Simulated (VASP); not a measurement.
# InAs (F-43m) in VASP: single point with PBEsol

Aim: the single point of InAs with PBEsol.

All numbers are computed with VASP 6.6.1; they aren't measurements. Logs are shortened: lines on timing, memory, paths and dates and some standing lists are left out, and cuts for length are marked.

### 1 The cell of the first run

The structure is cubic, space group F-43m (No. 216). The conventional cell has a = 5.920 Å, b = 5.920 Å, c = 5.920 Å, α = 90.00°, β = 90.00°, γ = 90.00°. Within 3.4 Å of In (site symmetry -43m) lie 4 As at 2.56 Å. As (site symmetry -43m) has 4 In at 2.56 Å within 3.4 Å.

### 2 Single point, PBEsol (25.93 Å³/atom)

Input file INCAR:

```
  PREC = Accurate
  ENCUT = 510
  EDIFF = 1E-6
  ISMEAR = 0
  SIGMA = 0.05
  LREAL = False
  LASPH = True
  NELM = 120
  ALGO = Normal
  ISIF = 2
  LWAVE = False
  LCHARG = True
  GGA = PS
  LELF = True
  LVHAR = True
  NBANDS = 21
  GGA_COMPAT = False
```

Input file KPOINTS:

```
regular mesh
0
Gamma
  14 14 14
```

Input file POSCAR:

```
InAs
1.0
    0.0000000000      2.9600079882      2.9600079882
    2.9600079882      0.0000000000      2.9600079882
    2.9600079882      2.9600079882      0.0000000000
In As
1 1
Direct
    0.0000000000      0.0000000000      0.0000000000
    0.2500000000      0.2500000000      0.2500000000
```

Potentials or basis: VASP PAW PBE potentials, release 64 (In_d, As_d).

The run is started by

```
cat potpaw_PBE.64/In_d/POTCAR potpaw_PBE.64/As_d/POTCAR > POTCAR
mpirun -np 1 vasp_std > vasp.out
```

OUTCAR:

```text
PREC = Accurate
   ENCUT = 510
   EDIFF = 1E-6
   ISMEAR = 0
   LREAL = False
   LASPH = True
   NELM = 120
   ISIF = 2
   GGA = PS

 ion  position               nearest neighbor table
   1  0.000  0.000  0.000-   2 2.56   2 2.56   2 2.56   2 2.56
   2  0.250  0.250  0.250-   1 2.56   1 2.56   1 2.56   1 2.56

  LATTYP: Found a face centered cubic cell.
 ALAT       =     5.9200159764

  Lattice vectors:

 A1 = (   0.0000000000,   2.9600079882,   2.9600079882)
 A2 = (   2.9600079882,   0.0000000000,   2.9600079882)
 A3 = (   2.9600079882,   2.9600079882,   0.0000000000)

Analysis of symmetry for initial positions (statically):
=====================================================================
 Subroutine PRICEL returns:
 Original cell was already a primitive cell.

 Routine SETGRP: Setting up the symmetry group for a
 face centered cubic supercell.

 Subroutine GETGRP returns: Found 24 space group operations
 (whereof 24 operations were pure point group operations)
 out of a pool of 48 trial point group operations.

The static configuration has the point symmetry T_d .

Analysis of symmetry for dynamics (positions and initial velocities):
=====================================================================
 Subroutine PRICEL returns:
 Original cell was already a primitive cell.

 Routine SETGRP: Setting up the symmetry group for a
 face centered cubic supercell.

 Subroutine GETGRP returns: Found 24 space group operations
 (whereof 24 operations were pure point group operations)
 out of a pool of 48 trial point group operations.

The dynamic configuration has the point symmetry T_d .

 Subroutine INISYM returns: Found 24 space group operations
 (whereof 24 operations are pure point group operations),
 and found     1 'primitive' translations

----------------------------------------------------------------------------------------

                                     Primitive cell

  volume of cell :      51.8691

  direct lattice vectors                    reciprocal lattice vectors
     0.000000000  2.960007988  2.960007988    -0.168918463  0.168918463  0.168918463
     2.960007988  0.000000000  2.960007988     0.168918463 -0.168918463  0.168918463
     2.960007988  2.960007988  0.000000000     0.168918463  0.168918463 -0.168918463

  length of vectors
     4.186083442  4.186083442  4.186083442     0.292575360  0.292575360  0.292575360

  position of ions in fractional coordinates (direct lattice)
     0.000000000  0.000000000  0.000000000
     0.250000000  0.250000000  0.250000000

  ion indices of the primitive-cell ions
   primitive index   ion index
                 1           1
                 2           2

----------------------------------------------------------------------------------------

 KPOINTS: regular mesh

Automatic generation of k-mesh.
 Grid dimensions read from file:
 generate k-points for:   14   14   14

 Generating k-lattice:

  Cartesian coordinates                     Fractional coordinates (reciprocal lattice)
    -0.012065605  0.012065605  0.012065605     0.071428571  0.000000000  0.000000000
     0.012065605 -0.012065605  0.012065605     0.000000000  0.071428571  0.000000000
     0.012065605  0.012065605 -0.012065605     0.000000000  0.000000000  0.071428571

  Length of vectors
     0.020898240  0.020898240  0.020898240

  Shift w.r.t. Gamma in fractional coordinates (k-lattice)
     0.000000000  0.000000000  0.000000000

 Subroutine IBZKPT returns following result:
 ===========================================

 Found    104 irreducible k-points:

 Following reciprocal coordinates:
            Coordinates               Weight
  0.000000  0.000000  0.000000      1.000000
  0.071429  0.000000  0.000000      8.000000
  0.142857  0.000000  0.000000      8.000000
  0.214286  0.000000  0.000000      8.000000
  0.285714  0.000000  0.000000      8.000000
  0.357143  0.000000  0.000000      8.000000
[... 16 lines left out ...]
  0.214286  0.142857  0.000000     24.000000
  0.285714  0.142857  0.000000     24.000000
 [... further k-points ...]
   k-points           NKPTS =    104   k-points in BZ     NKDIM =    104   number of bands    NBANDS=     21
   number of dos      NEDOS =    301   number of ions     NIONS =      2
   total plane-waves  NPLWV =  32768
   dimension x,y,z NGX =    32 NGY =   32 NGZ =   32
   dimension x,y,z NGXF=    64 NGYF=   64 NGZF=   64
   ions per type =               1   1
   NGX,Y,Z   is equivalent  to a cutoff of  12.71, 12.71, 12.71 a.u.
   NGXF,Y,Z  is equivalent  to a cutoff of  25.42, 25.42, 25.42 a.u.
 SYSTEM =  unknown system
   PREC   = accura    normal or accurate (medium, high low for compatibility)
   ISTART =      0    job   : 0-new  1-cont  2-samecut
   ICHARG =      2    charge: 1-file 2-atom 10-const
   ISPIN  =      1    spin polarized calculation?
   LNONCOLLINEAR =      F non collinear calculations
   LSORBIT =      F    spin-orbit coupling
   LASPH  =      T    aspherical Exc in radial PAW
   ENCUT  =  510.0 eV  37.48 Ry    6.12 a.u.   7.71  7.71  7.71*2*pi/ulx,y,z
   NELM   =    120;   NELMIN=  2; NELMDL= -5     # of ELM steps
   EDIFF  = 0.1E-05   stopping-criterion for ELM
   LREAL  =      F    real-space projection
   EDIFFG = 0.1E-04   stopping-criterion for IOM
   NSW    =      0    number of steps for IOM
   IBRION =     -1    ionic relax: 0-MD 1-quasi-New 2-CG
   NFREE  =      0    steps in history (QN), initial steepest desc. (CG)
   ISIF   =      2    stress and relaxation
   ISYM   =      2    0-nonsym 1-usesym 2-fastsym
   POTIM  = 0.5000    time-step for ionic-motion
   TEBEG  =    0.0;   TEEND  =   0.0 temperature during run
   PSTRESS=    0.0 pullay stress
   NELECT =      28.0000    total number of electrons
   NUPDOWN=      -1.0000    fix difference up-down
   EMIN   =  10.00;   EMAX   =-10.00  energy-range for DOS
   EFERMI =   0.00;   METHOD = LEGACY
   ISMEAR =     0;   SIGMA  =   0.05  broadening in eV -4-tet -1-fermi 0-gaus
   EFERMI_NEDOS =   21; number of points for ismear=-14 and -15
   IALGO  =     38    algorithm
   IMIX   =      4    mixing-type and parameters
     AMIX     =   0.40;   BMIX     =  1.00
     AMIX_MAG =   1.60;   BMIX_MAG =  1.00
  volume/ion in A,a.u.               =      25.93       175.01
  Fermi-wavevector in a.u.,A,eV,Ry     =   1.332983  2.518973 24.175428  1.776844
  Thomas-Fermi vector in A             =   2.461876
   LORBIT       =      0    0 simple, 1 ext, 2 COOP (PROOUT), +10 PAW based schemes
   GGA     = PS    functional components
   LHFCALC =     F    Hartree Fock is set to
   AEXX    =    0.0000 exact exchange contribution
   IVDW    =     0    specifies the selected vdW correction
   LEPSILON=     F    determine dielectric tensor
   LRPA    =     F    only Hartree local field effects (RPA)
 non-spin polarized calculation
 Gauss-broadening in eV      SIGMA  =   0.05
  energy-cutoff  :      510.00
  volume of cell :       51.87
 maximum number of plane-waves:      1380
   NGX = 15   NGY = 15   NGZ = 15

 number of electron      27.9999996 magnetization

 Free energy of the ion-electron system (eV)
  ---------------------------------------------------
  ext. energy  EPLUGINS =         0.00000000
  ---------------------------------------------------
  free energy    TOTEN  =        -8.43254692 eV

  energy without entropy =       -8.43251616  energy(sigma->0) =       -8.43253154

 E-fermi :   4.3774     XC(G=0):  -9.8739

 val. band max:        4.3773929974   @ k =   0.0000   0.0000   0.0000
 cond. band min:       5.2048028260   @ k =   0.0714   0.0000   0.0000
 fundamental gap:      0.8274098286
 Fermi energy:         4.3774303079

 k-point     1 :       0.0000    0.0000    0.0000
  band No.  band energies     occupation
      1     -30.6734      2.00000
      2     -30.6734      2.00000
      3     -30.6734      2.00000
      4     -30.6630      2.00000
      5     -30.6630      2.00000
      6     -10.1309      2.00000
[... 13 lines left out ...]
     20      14.2388      0.00000
     21      14.2388      0.00000

 k-point     2 :       0.0714    0.0000    0.0000
  band No.  band energies     occupation
      1     -30.6734      2.00000
      2     -30.6734      2.00000
      3     -30.6734      2.00000
      4     -30.6630      2.00000
      5     -30.6630      2.00000
      6     -10.1408      2.00000
[... 13 lines left out ...]
     20      13.6482      0.00000
     21      13.6482      0.00000

 k-point     3 :       0.1429    0.0000    0.0000
  band No.  band energies     occupation
      1     -30.6734      2.00000
      2     -30.6734      2.00000
      3     -30.6734      2.00000
      4     -30.6630      2.00000
      5     -30.6630      2.00000
      6     -10.1673      2.00000
[... 13 lines left out ...]
     20      13.1038      0.00000
     21      13.1038      0.00000

 k-point     4 :       0.2143    0.0000    0.0000
  band No.  band energies     occupation
      1     -30.6735      2.00000
      2     -30.6733      2.00000
      3     -30.6733      2.00000
      4     -30.6629      2.00000
      5     -30.6629      2.00000
      6     -10.2030      2.00000
[... 13 lines left out ...]
     20      12.9030      0.00000
     21      12.9030      0.00000

 k-point     5 :       0.2857    0.0000    0.0000
  band No.  band energies     occupation
      1     -30.6735      2.00000
      2     -30.6732      2.00000
      3     -30.6732      2.00000
      4     -30.6629      2.00000
      5     -30.6629      2.00000
      6     -10.2396      2.00000
[... 13 lines left out ...]
     20      13.1406      0.00000
     21      13.1406      0.00000

 k-point     6 :       0.3571    0.0000    0.0000
  band No.  band energies     occupation
      1     -30.6735      2.00000
      2     -30.6732      2.00000
      3     -30.6732      2.00000
      4     -30.6628      2.00000
      5     -30.6628      2.00000
      6     -10.2704      2.00000
[... 13 lines left out ...]
     20      13.7871      0.00000
     21      13.7871      0.00000

 k-point     7 :       0.4286    0.0000    0.0000
  band No.  band energies     occupation
      1     -30.6735      2.00000
      2     -30.6731      2.00000
      3     -30.6731      2.00000
      4     -30.6628      2.00000
      5     -30.6628      2.00000
      6     -10.2907      2.00000
[... 13 lines left out ...]
     20      14.6841      0.00000
     21      14.6841      0.00000
[... 291 lines left out ...]
      1     -30.6735      2.00000
      2     -30.6734      2.00000
      3     -30.6733      2.00000
      4     -30.6630      2.00000
      5     -30.6629      2.00000
      6     -10.1866      2.00000
[... 13 lines left out ...]
     20      12.9376      0.00000
     21      13.5662      0.00000

 k-point    21 :      -0.0714    0.0714    0.0000
  band No.  band energies     occupation
      1     -30.6734      2.00000
      2     -30.6734      2.00000
      3     -30.6734      2.00000
      4     -30.6630      2.00000
      5     -30.6630      2.00000
      6     -10.1572      2.00000
[... 13 lines left out ...]
     20      12.9468      0.00000
     21      13.4006      0.00000

 k-point    22 :       0.1429    0.1429    0.0000
  band No.  band energies     occupation
      1     -30.6735      2.00000
      2     -30.6733      2.00000
      3     -30.6733      2.00000
      4     -30.6630      2.00000
      5     -30.6629      2.00000
      6     -10.1877      2.00000
[... 13 lines left out ...]
     20      13.5322      0.00000
     21      14.4596      0.00000

 k-point    23 :       0.2143    0.1429    0.0000
  band No.  band energies     occupation
      1     -30.6736      2.00000
      2     -30.6732      2.00000
      3     -30.6732      2.00000
      4     -30.6630      2.00000
      5     -30.6628      2.00000
      6     -10.2149      2.00000
[... 13 lines left out ...]
     20      14.1840      0.00000
     21      14.2849      0.00000

 k-point    24 :       0.2857    0.1429    0.0000
  band No.  band energies     occupation
      1     -30.6736      2.00000
      2     -30.6732      2.00000
      3     -30.6732      2.00000
      4     -30.6630      2.00000
      5     -30.6628      2.00000
      6     -10.2446      2.00000
[... 13 lines left out ...]
     20      14.2269      0.00000
     21      14.2673      0.00000

 [... further k-points ...]

------------------------ aborting loop because EDIFF is reached ----------------------------------------

  FORCE on cell =-STRESS in cart. coord.  units (eV):
  Direction    XX          YY          ZZ          XY          YZ          ZX
  --------------------------------------------------------------------------------------
  -------------------------------------------------------------------------------------
  Total        1.8358722      1.8358722      1.8358722      0.0000000      0.0000000      0.0000000
  in kB       56.7080070     56.7080070     56.7080070      0.0000000      0.0000000      0.0000000
  external PRESSURE =      56.7080070 kB  Pullay stress =       0.0000000 kB

 VOLUME and BASIS-vectors are now :
 -----------------------------------------------------------------------------
  energy-cutoff  :      510.00
  volume of cell :       51.87
      direct lattice vectors                 reciprocal lattice vectors
     0.000000000  2.960007988  2.960007988    -0.168918463  0.168918463  0.168918463
     2.960007988  0.000000000  2.960007988     0.168918463 -0.168918463  0.168918463
     2.960007988  2.960007988  0.000000000     0.168918463  0.168918463 -0.168918463

 POSITION                                       TOTAL-FORCE (eV/Angst)
 -----------------------------------------------------------------------------------
      0.00000      0.00000      0.00000        -0.000000     -0.000000      0.000000
      1.48000      1.48000      1.48000         0.000000      0.000000     -0.000000
 -----------------------------------------------------------------------------------
    total drift:                                0.000001      0.000001      0.000001

  FREE ENERGIE OF THE ION-ELECTRON SYSTEM (eV)
  ---------------------------------------------------
  free  energy   TOTEN  =        -8.4325469196 eV

  energy  without entropy=       -8.4325161553  energy(sigma->0) =       -8.43253154
```

Run time: 62 s. Hardware: 1 thread of Intel Xeon Platinum 8488C (Sapphire Rapids), shared host; peak memory 0.25 GiB.

Results:

```yaml
Free_energy: -8.4325 eV
Pressure: 5.7 GPa
Band_gap_on_the_k_mesh: 0.04 eV
```

Levels at points of the mesh, in eV from the valence-band top:
```tsv
k point	band 10	band 11	band 12	band 13	band 14	band 15	band 16	band 17	band 18	band 19
(0.00, 0.00, 0.00)	-14.32	-12.33	0.00	0.00	0.00	0.04	3.89	3.89	3.89	7.56
(0.50, 0.00, 0.00)	-14.31	-10.63	-6.15	-1.09	-1.09	1.02	4.66	4.66	6.77	9.26
(0.50, 0.50, 0.00)	-14.29	-10.02	-6.16	-2.57	-2.57	1.33	1.98	9.50	9.67	9.67
```

Caveat: the cell stands under pressure; the smearing spreads over this small gap; semilocal functionals underestimate gaps, and a narrow one can read as zero; the PAW data sets were made with another functional, which shifts forces and pressure a little; spin-orbit coupling is left out, which moves the levels of the heavy elements.

The gap in the log of VASP goes by the Fermi energy; the results here count the filled bands.